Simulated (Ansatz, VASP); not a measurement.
Two plane-wave programs on CuO

```
Cu O
1.0
     1.99097   -2.15355    0.00000
     1.99097    2.15355    0.00000
     0.00000    0.00000    5.15593
Cu O
2 2
Direct
  0.50000 0.00000 0.00000
  0.00000 0.50000 0.50000
  0.50000 0.50000 0.25000
  0.50000 0.50000 0.75000
```

Alike in both runs: functional r2SCAN; k mesh 5 × 5 × 3; occupations fermi-dirac, width 0.05 eV; no spin polarisation.

|  | VASP | Ansatz |
| --- | --- | --- |
| version | VASP 6.6.1 | Ansatz 0.2.0 |
| potentials or method | VASP PAW PBE potentials, release 64 (Cu, O) | Ansatz PAW |
| plane-wave cutoff (eV) | 520 | 500 |
| valence electrons in the cell | 34 | 50 |
| task | single point | projected density of states |

```csv
,VASP,Ansatz,Ansatz less VASP
gap on the k mesh at the Fermi level (eV),none,none,-
pressure (GPa),-4.2,-5.1,-0.89
"traceless stress, the component that is largest in VASP (GPa)",-0.77,-0.75,+0.017
```

VASP's potentials were made for PBE, not for r2SCAN. A gap of «none» marks a metal or a gap that the smearing closes. With one functional, cell and mesh, what is left measures potentials, basis and numerics. VASP's potentials hold 34 valence electrons a cell and Ansatz's 50, so a difference there can come from the potentials and not from the codes.

The k mesh is coarse, so the values compare programs but aren't converged.
